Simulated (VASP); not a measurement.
# CuI (Marshite) (P4/nmm) in VASP: further runs

CuI (Marshite) is run at these levels: PBEsol+D3(BJ); tasks: single point.

Everything below comes from runs of VASP 6.6.1. Logs are shortened: lines on timing, memory, paths and dates and some standing lists are left out, and cuts for length are marked.

## Step 1: The cell of the first run

Symmetry: P4/nmm, No. 129, tetragonal system. The conventional cell has a = 4.023 Å, b = 4.023 Å, c = 5.651 Å, α = 90.00°, β = 90.00°, γ = 90.00°. Cu (site symmetry -4m2) has 4 I at 2.60 Å and 4 Cu at 2.84 Å within 3.4 Å. I (site symmetry 4mm) has 4 Cu at 2.60 Å within 3.4 Å.

## Step 2: Single point, PBEsol+D3(BJ)

The input, INCAR:

```
  PREC = Accurate
  ENCUT = 520
  EDIFF = 1E-7
  ISMEAR = 1
  SIGMA = 0.1
  LREAL = False
  LASPH = True
  NELM = 60
  ALGO = Normal
  ISIF = 2
  LWAVE = False
  LCHARG = False
  GGA = PS
  IVDW = 12
  NBANDS = 26
```

The input, KPOINTS:

```
Automatic mesh
0
Gamma
  4 4 4
```

The input, POSCAR:

```
CuI
1.0
    4.0229000000      0.0000000000      0.0000000000
    0.0000000000      4.0229000000      0.0000000000
    0.0000000000      0.0000000000      5.6506000000
Cu I
2 2
Direct
    0.0000000000      0.0000000000      0.0000000000
    0.5000000000      0.5000000000      0.0000000000
    0.0000000000      0.5000000000      0.2913000000
    0.5000000000      0.0000000000      0.7087000000
```

Potentials or basis: VASP PAW PBE potentials, release 64 (Cu, I).

Started as:

```console
> cat potpaw_PBE.64/Cu/POTCAR potpaw_PBE.64/I/POTCAR > POTCAR
> mpirun -np 1 vasp_std > vasp.out
```

OUTCAR:

```text
PREC = Accurate
   ENCUT = 520
   EDIFF = 1E-7
   ISMEAR = 1
   LREAL = False
   LASPH = True
   NELM = 60
   ISIF = 2
   GGA = PS
   IVDW = 12
 IVDW          = 12

 ion  position               nearest neighbor table
   1  0.000  0.000  0.000-   3 2.60   4 2.60   3 2.60   4 2.60
   2  0.500  0.500  0.000-   3 2.60   4 2.60   4 2.60   3 2.60
   3  0.000  0.500  0.291-   1 2.60   2 2.60   1 2.60   2 2.60
   4  0.500  0.000  0.709-   1 2.60   2 2.60   2 2.60   1 2.60

  LATTYP: Found a simple tetragonal cell.
 ALAT       =     4.0229000000
 C/A-ratio  =     1.4046086157

  Lattice vectors:

 A1 = (   4.0229000000,   0.0000000000,   0.0000000000)
 A2 = (   0.0000000000,   4.0229000000,   0.0000000000)
 A3 = (   0.0000000000,   0.0000000000,   5.6506000000)

Analysis of symmetry for initial positions (statically):
=====================================================================
 Subroutine PRICEL returns:
 Original cell was already a primitive cell.

 Routine SETGRP: Setting up the symmetry group for a
 simple tetragonal supercell.

 Subroutine GETGRP returns: Found 16 space group operations
 (whereof  8 operations were pure point group operations)
 out of a pool of 16 trial point group operations.

The static configuration has the point symmetry D_2d.
 The point group associated with its full space group is D_4h.

Analysis of symmetry for dynamics (positions and initial velocities):
=====================================================================
 Subroutine PRICEL returns:
 Original cell was already a primitive cell.

 Routine SETGRP: Setting up the symmetry group for a
 simple tetragonal supercell.

 Subroutine GETGRP returns: Found 16 space group operations
 (whereof  8 operations were pure point group operations)
 out of a pool of 16 trial point group operations.

The dynamic configuration has the point symmetry D_2d.
 The point group associated with its full space group is D_4h.

 Subroutine INISYM returns: Found 16 space group operations
 (whereof  8 operations are pure point group operations),
 and found     1 'primitive' translations

----------------------------------------------------------------------------------------

                                     Primitive cell

  volume of cell :      91.4478

  direct lattice vectors                    reciprocal lattice vectors
     4.022900000  0.000000000  0.000000000     0.248576897  0.000000000  0.000000000
     0.000000000  4.022900000  0.000000000     0.000000000  0.248576897  0.000000000
     0.000000000  0.000000000  5.650600000     0.000000000  0.000000000  0.176972357

[... 82 lines left out ...]
   EDIFFG = 0.1E-05   stopping-criterion for IOM
   NSW    =      0    number of steps for IOM
   IBRION =     -1    ionic relax: 0-MD 1-quasi-New 2-CG
   NFREE  =      0    steps in history (QN), initial steepest desc. (CG)
   ISIF   =      2    stress and relaxation
   ISYM   =      2    0-nonsym 1-usesym 2-fastsym
   POTIM  = 0.5000    time-step for ionic-motion
   TEBEG  =    0.0;   TEEND  =   0.0 temperature during run
   PSTRESS=    0.0 pullay stress
   NELECT =      36.0000    total number of electrons
   NUPDOWN=      -1.0000    fix difference up-down
   EMIN   =  10.00;   EMAX   =-10.00  energy-range for DOS
   EFERMI =   0.00;   METHOD = LEGACY
   ISMEAR =     1;   SIGMA  =   0.10  broadening in eV -4-tet -1-fermi 0-gaus
   EFERMI_NEDOS =   21; number of points for ismear=-14 and -15
   IALGO  =     38    algorithm
   IMIX   =      4    mixing-type and parameters
     AMIX     =   0.40;   BMIX     =  1.00
     AMIX_MAG =   1.60;   BMIX_MAG =  1.00
  volume/ion in A,a.u.               =      22.86       154.28
  Fermi-wavevector in a.u.,A,eV,Ry     =   1.199825  2.267341 19.586682  1.439581
  Thomas-Fermi vector in A             =   2.335678
   LORBIT       =      0    0 simple, 1 ext, 2 COOP (PROOUT), +10 PAW based schemes
   GGA     = PS    functional components
   LHFCALC =     F    Hartree Fock is set to
   AEXX    =    0.0000 exact exchange contribution
   IVDW    =    12    specifies the selected vdW correction
   LEPSILON=     F    determine dielectric tensor
   LRPA    =     F    only Hartree local field effects (RPA)
 non-spin polarized calculation
 Methfessel and Paxton  Order N= 1 SIGMA  =   0.10
  energy-cutoff  :      520.00
  volume of cell :       91.45
 maximum number of plane-waves:      2486
 NGX is ok and might be reduce to    30
   NGX = 15   NGY = 15   NGZ = 21

 number of electron      36.0000013 magnetization

 Free energy of the ion-electron system (eV)
  ---------------------------------------------------
  ext. energy  EPLUGINS =         0.00000000
  ---------------------------------------------------
  free energy    TOTEN  =       -12.49013816 eV

  energy without entropy =      -12.49032016  energy(sigma->0) =      -12.49019883

 E-fermi :   6.5427     XC(G=0): -10.1761

 val. band max:        6.4585677194   @ k =   0.0000   0.0000   0.0000
 cond. band min:       7.9095575940   @ k =   0.0000   0.0000   0.0000
 fundamental gap:      1.4509898746
 Fermi energy:         6.5427326321

 k-point     1 :       0.0000    0.0000    0.0000
  band No.  band energies     occupation
      1      -8.3472      2.00000
      2      -7.0121      2.00000
      3      -0.1731      2.00000
      4       2.4096      2.00000
      5       2.4132      2.00000
      6       2.4132      2.00000
[... 511 lines left out ...]
     25      12.8065      0.00000
     26      12.8065      0.00000

------------------------ aborting loop because EDIFF is reached ----------------------------------------

 Edisp (eV)   -1.54049

 E8    (eV) :    -1.0174

  FORCE on cell =-STRESS in cart. coord.  units (eV):
  Direction    XX          YY          ZZ          XY          YZ          ZX
  --------------------------------------------------------------------------------------
  -------------------------------------------------------------------------------------
  Total      -0.11720    -0.11720     0.50382     0.00000     0.00000    -0.00000
  in kB      -2.05335    -2.05335     8.82696     0.00000     0.00000    -0.00000
  external pressure =        1.57 kB  Pullay stress =        0.00 kB

 VOLUME and BASIS-vectors are now :
 -----------------------------------------------------------------------------
  energy-cutoff  :      520.00
  volume of cell :       91.45
      direct lattice vectors                 reciprocal lattice vectors
     4.022900000  0.000000000  0.000000000     0.248576897  0.000000000  0.000000000
     0.000000000  4.022900000  0.000000000     0.000000000  0.248576897  0.000000000
     0.000000000  0.000000000  5.650600000     0.000000000  0.000000000  0.176972357

 POSITION                                       TOTAL-FORCE (eV/Angst)
 -----------------------------------------------------------------------------------
      0.00000      0.00000      0.00000         0.000000     -0.000000     -0.000000
      2.01145      2.01145      0.00000         0.000000      0.000000     -0.000000
      0.00000      2.01145      1.64602         0.000000     -0.000000     -0.044968
      2.01145      0.00000      4.00458         0.000000      0.000000      0.044968
 -----------------------------------------------------------------------------------
    total drift:                                0.000000      0.000000      0.000000

  FREE ENERGIE OF THE ION-ELECTRON SYSTEM (eV)
  ---------------------------------------------------
  free  energy   TOTEN  =       -14.0306258032 eV

  energy  without entropy=      -14.0308078001  energy(sigma->0) =      -14.03068647
```

OSZICAR:

```text
N       E                     dE             d eps       ncg     rms          rms(c)
DAV:   1     0.279831505350E+03    0.27983E+03   -0.15341E+04   936   0.159E+03
DAV:   2     0.152060140784E+02   -0.26463E+03   -0.25169E+03   942   0.328E+02
DAV:   3    -0.120629105241E+02   -0.27269E+02   -0.26553E+02  1224   0.126E+02
DAV:   4    -0.133499206627E+02   -0.12870E+01   -0.12825E+01  1294   0.244E+01
DAV:   5    -0.133964100710E+02   -0.46489E-01   -0.46485E-01  1442   0.426E+00    0.115E+01
DAV:   6    -0.131510211064E+02    0.24539E+00   -0.12585E+01  1144   0.817E+01    0.771E+00
DAV:   7    -0.124915950274E+02    0.65943E+00   -0.32155E+00  1158   0.532E+01    0.365E+00
DAV:   8    -0.125093280025E+02   -0.17733E-01   -0.29921E-01  1476   0.771E+00    0.109E+00
DAV:   9    -0.124900377001E+02    0.19290E-01   -0.84657E-02  1312   0.710E+00    0.641E-01
DAV:  10    -0.124911396010E+02   -0.11019E-02   -0.52482E-03  1436   0.132E+00    0.417E-01
DAV:  11    -0.124900869364E+02    0.10527E-02   -0.40791E-03  1232   0.174E+00    0.102E-01
DAV:  12    -0.124901355498E+02   -0.48613E-04   -0.66862E-04  1146   0.175E-01    0.179E-02
DAV:  13    -0.124901371140E+02   -0.15642E-05   -0.19881E-05  1338   0.341E-02    0.130E-02
DAV:  14    -0.124901379248E+02   -0.81089E-06   -0.60867E-06  1310   0.276E-02    0.165E-02
DAV:  15    -0.124901381493E+02   -0.22448E-06   -0.10896E-06  1074   0.878E-03    0.122E-03
DAV:  16    -0.124901381616E+02   -0.12316E-07   -0.11920E-07   710   0.558E-03
   1 F= -.14030626E+02 E0= -.14030686E+02  d E =0.181997E-03
```

Run time: 66 s. Hardware: 1 thread of Oxide Virtual Turin-like, shared host; peak memory 0.17 GiB.

Results:

| Quantity | Value |
| --- | --- |
| Free energy | -14.0306 eV |
| Pressure | 0.2 GPa |
| Largest force | 0.045 eV/Å |
| Band gap on the k mesh | 1.45 eV, direct |
| Dispersion energy per atom | -0.385 eV |

Forces in eV/Å, atoms in the order of the input:
```
Cu   0.000  0.000  0.000
Cu   0.000  0.000  0.000
I    0.000  0.000 -0.045
I    0.000  0.000  0.045
```

Levels at points of the mesh, in eV from the valence-band top:
```tsv
k point	band 16	band 17	band 18	band 19	band 20	band 21
(0.00, 0.00, 0.00)	-1.30	0.00	0.00	1.45	2.44	3.07
(0.50, 0.00, 0.00)	-1.60	-0.90	-0.90	3.81	3.81	4.28
(0.50, 0.50, 0.00)	-2.07	-1.58	-1.58	2.07	2.07	2.14
(0.00, 0.00, 0.50)	-1.61	-0.90	-0.90	3.05	3.35	3.46
(0.50, 0.00, 0.50)	-0.87	-0.78	-0.78	2.00	2.00	5.19
(0.50, 0.50, 0.50)	-2.18	-1.38	-1.38	4.51	4.51	4.75
```

Caveat: three body term missing; the PAW data sets were made with another functional, which shifts forces and pressure a little; spin-orbit coupling is left out, which moves the levels of the heavy elements. As with any semilocal functional, this PBEsol gap is likely too small.

## Step 3: Single point, PBEsol+D3(BJ), non-collinear spin, zero start, spin-orbit coupling

The input, INCAR:

```
SYSTEM = CuI
ALGO     = Normal         ! electronic algorithm
EDIFF    = 1E-6           ! SCF threshold, eV
ENCUT    = 520            ! plane-wave cutoff, eV
GGA      = PS             ! functional
GGA_COMPAT= .FALSE.      
ISIF     = 2              ! what is computed and relaxed
ISMEAR   = 1              ! smearing method
IVDW     = 12             ! dispersion correction
LASPH    = .TRUE.         ! aspherical terms in the spheres
LCHARG   = .FALSE.        ! write CHGCAR
LMAXMIX  = 4              ! l up to which the mixer works
LORBIT   = 11             ! projections on sites
LORBMOM  = .TRUE.       
LREAL    = .FALSE.        ! projectors in reciprocal space
LSORBIT  = .TRUE.         ! spin-orbit coupling
LWAVE    = .FALSE.        ! write WAVECAR
MAGMOM   = 0 0 0 0 0 0 0 0 0 0 0 0 ! initial moments
NBANDS   = 50             ! bands
NELM     = 150            ! most SCF steps
PREC     = Accurate       ! precision mode
SIGMA    = 0.1            ! smearing width, eV
```

The input, KPOINTS:

```
k-points
0
G
  4 4 4
  0 0 0
```

POSCAR is that of step 2.

Potentials or basis: VASP PAW PBE potentials, release 64 (Cu, I).

Started as:

```console
> cat potpaw_PBE.64/Cu/POTCAR potpaw_PBE.64/I/POTCAR > POTCAR
> mpirun -np 1 vasp_ncl > vasp.out
```

OUTCAR:

```text
SYSTEM = CuI
   EDIFF = 1E-6
   ENCUT = 520
   GGA = PS
   ISIF = 2
   ISMEAR = 1
   IVDW = 12
   LASPH = .TRUE.
   LORBIT = 11
   LREAL = .FALSE.
   LSORBIT = .TRUE.
   NELM = 150
   PREC = Accurate
 IVDW          = 12

 ion  position               nearest neighbor table
   1  0.000  0.000  0.000-   3 2.60   4 2.60   3 2.60   4 2.60
   2  0.500  0.500  0.000-   3 2.60   4 2.60   4 2.60   3 2.60
   3  0.000  0.500  0.291-   1 2.60   2 2.60   1 2.60   2 2.60
   4  0.500  0.000  0.709-   1 2.60   2 2.60   2 2.60   1 2.60

  LATTYP: Found a simple tetragonal cell.
 ALAT       =     4.0229000000
 C/A-ratio  =     1.4046086157

  Lattice vectors:

 A1 = (   4.0229000000,   0.0000000000,   0.0000000000)
 A2 = (   0.0000000000,   4.0229000000,   0.0000000000)
 A3 = (   0.0000000000,   0.0000000000,   5.6506000000)

Analysis of symmetry for initial positions (statically):
=====================================================================
 Subroutine PRICEL returns:
 Original cell was already a primitive cell.

 Routine SETGRP: Setting up the symmetry group for a
 simple tetragonal supercell.

 Subroutine GETGRP returns: Found 16 space group operations
 (whereof  8 operations were pure point group operations)
 out of a pool of 16 trial point group operations.

The static configuration has the point symmetry D_2d.
 The point group associated with its full space group is D_4h.

Analysis of symmetry for dynamics (positions and initial velocities):
=====================================================================
 Subroutine PRICEL returns:
 Original cell was already a primitive cell.

 Routine SETGRP: Setting up the symmetry group for a
 simple tetragonal supercell.

 Subroutine GETGRP returns: Found 16 space group operations
 (whereof  8 operations were pure point group operations)
 out of a pool of 16 trial point group operations.

The dynamic configuration has the point symmetry D_2d.
 The point group associated with its full space group is D_4h.
[... 1138 lines left out ...]
           -0.000  -0.000  -0.000

 orbital moment (y)

 # of ion     p       d       tot
 ----------------------------------------
  1         0.000  -0.000  -0.000
  2        -0.000   0.000   0.000
  3         0.000   0.000   0.000
  4         0.000   0.000   0.000
 ----------------------------------------
            0.000   0.000   0.000

 orbital moment (z)

 # of ion     p       d       tot
 ----------------------------------------
  1         0.000   0.000   0.000
  2         0.000   0.000   0.000
  3         0.000   0.000   0.000
  4         0.000   0.000   0.000
 ----------------------------------------
            0.000   0.000   0.000

 Spin-Orbit-Coupling matrix elements

 Ion:    1  E_soc:     -0.0108295
 l=   1
     0.0000000    -0.0004467    -0.0004871
    -0.0004467     0.0000000    -0.0004467
    -0.0004871    -0.0004467     0.0000000
 l=   2
     0.0000000    -0.0002338     0.0000000    -0.0002338    -0.0011203
    -0.0002338     0.0000000    -0.0007366    -0.0003644    -0.0003045
     0.0000000    -0.0007366     0.0000000    -0.0007366     0.0000000
    -0.0002338    -0.0003644    -0.0007366     0.0000000    -0.0003045
    -0.0011203    -0.0003045     0.0000000    -0.0003045     0.0000000
 l=   3
     0.0000000     0.0000000     0.0000000     0.0000000     0.0000000     0.0000000     0.0000000
     0.0000000     0.0000000     0.0000000     0.0000000     0.0000000     0.0000000     0.0000000
     0.0000000     0.0000000     0.0000000     0.0000000     0.0000000     0.0000000     0.0000000
     0.0000000     0.0000000     0.0000000     0.0000000     0.0000000     0.0000000     0.0000000
[... 49 lines left out ...]
 l=   2
     0.0000000    -0.0000283     0.0000000    -0.0000283    -0.0001038
    -0.0000283     0.0000000    -0.0000817    -0.0000256    -0.0000402
     0.0000000    -0.0000817     0.0000000    -0.0000817     0.0000000
    -0.0000283    -0.0000256    -0.0000817     0.0000000    -0.0000402
    -0.0001038    -0.0000402     0.0000000    -0.0000402     0.0000000
 l=   3
     0.0000000     0.0000000     0.0000000     0.0000000     0.0000000     0.0000000     0.0000000
     0.0000000     0.0000000     0.0000000     0.0000000     0.0000000     0.0000000     0.0000000
     0.0000000     0.0000000     0.0000000     0.0000000     0.0000000     0.0000000     0.0000000
     0.0000000     0.0000000     0.0000000     0.0000000     0.0000000     0.0000000     0.0000000
     0.0000000     0.0000000     0.0000000     0.0000000     0.0000000     0.0000000     0.0000000
     0.0000000     0.0000000     0.0000000     0.0000000     0.0000000     0.0000000     0.0000000
     0.0000000     0.0000000     0.0000000     0.0000000     0.0000000     0.0000000     0.0000000

 total charge

# of ion       s       p       d       tot
------------------------------------------
    1        0.342   0.323   9.308   9.974
    2        0.342   0.323   9.308   9.974
    3        1.506   2.742   0.066   4.314
    4        1.506   2.742   0.066   4.314
--------------------------------------------------
tot          3.696   6.131  18.748  28.575

 magnetization (x)

# of ion       s       p       d       tot
------------------------------------------
    1        0.000   0.000   0.000   0.000
    2        0.000   0.000   0.000   0.000
    3        0.000   0.000   0.000   0.000
    4        0.000   0.000   0.000   0.000
--------------------------------------------------
tot          0.000   0.000   0.000   0.000

 magnetization (y)

# of ion       s       p       d       tot
------------------------------------------
    1       -0.000   0.000  -0.000  -0.000
    2       -0.000   0.000   0.000  -0.000
    3        0.000   0.000   0.000   0.000
    4        0.000   0.000   0.000   0.000
--------------------------------------------------
tot         -0.000   0.000   0.000   0.000

 magnetization (z)

# of ion       s       p       d       tot
------------------------------------------
    1       -0.000   0.000  -0.000  -0.000
    2       -0.000  -0.000  -0.000  -0.000
    3        0.000   0.000  -0.000   0.000
    4        0.000   0.000  -0.000   0.000
--------------------------------------------------
tot         -0.000   0.000  -0.000  -0.000
```

Run time: 4 min. Hardware: 1 thread of Oxide Virtual Turin-like, shared host; peak memory 0.38 GiB.

Results:

```
Free energy                                           : -14.2969 eV
Pressure                                              : 0.3 GPa
Largest force                                         : 0.017 eV/Å
Net moment                                            : 0.00 μB per cell
Valence electrons inside the program's atomic spheres : Cu 9.97; I 4.31
Dispersion energy per atom                            : -0.385 eV
```

Forces in eV/Å, atoms in the order of the input:
```
Cu   0.000  0.000  0.000
Cu   0.000  0.000  0.000
I    0.000  0.000 -0.017
I    0.000  0.000  0.017
```

Stress tensor (GPa, compression positive):
```
-0.12  0.00  0.00
 0.00 -0.12  0.00
 0.00  0.00  1.05
```

Moments on the atoms (μB; x, y, z):
```
Cu  0.00 0.00 0.00
Cu  0.00 0.00 0.00
I   0.00 0.00 0.00
I   0.00 0.00 0.00
```

Caveat: the k points lie up to 0.39 Å⁻¹ apart; three body term missing; the PAW data sets were made with another functional, which shifts forces and pressure a little.
